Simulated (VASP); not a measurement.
# Cs: single point with LDA

The system is Cs.

```
Cs
1.0
     0.00000    3.57211    3.57211
     3.57211    0.00000    3.57211
     3.57211    3.57211    0.00000
Cs
1
Direct
  0.00000 0.00000 0.00000
```

This cell differs from its parent crystal: volume scaled by 0.95.

```yaml
Program: VASP 6.6.1
Task: single point
Functional: LDA
Potentials_or_basis: VASP PAW LDA potentials, release 64 (Cs_sv)
Cutoff: 520 eV
k_mesh: 10 × 10 × 10
Occupations: fermi-dirac, width 0.1 eV
Spin: no spin polarisation
```

* Pressure: 0.1 GPa

Levels at points of the mesh, in eV from the Fermi level:
| k point | band 1 | band 2 | band 3 | band 4 | band 5 | band 6 | band 7 | band 8 | band 9 | band 10 |
| --- | --- | --- | --- | --- | --- | --- | --- | --- | --- | --- |
| (0.00, 0.00, 0.00) | -23.69 | -10.37 | -10.37 | -10.37 | -1.91 | 2.52 | 2.52 | 2.52 | 3.86 | 3.86 |
| (0.50, 0.00, 0.00) | -23.67 | -10.67 | -10.41 | -10.41 | -0.15 | 1.13 | 2.36 | 2.36 | 4.88 | 4.88 |
| (0.50, 0.50, 0.00) | -23.67 | -10.65 | -10.48 | -10.48 | 0.09 | 0.86 | 1.93 | 4.78 | 4.78 | 4.90 |

It took 24 s on 1 thread of AMD EPYC 7R13 Processor (Zen 3), on a shared host, peak memory 0.17 GiB.

Caveat: spin-orbit coupling is left out, which moves the levels of the heavy elements.
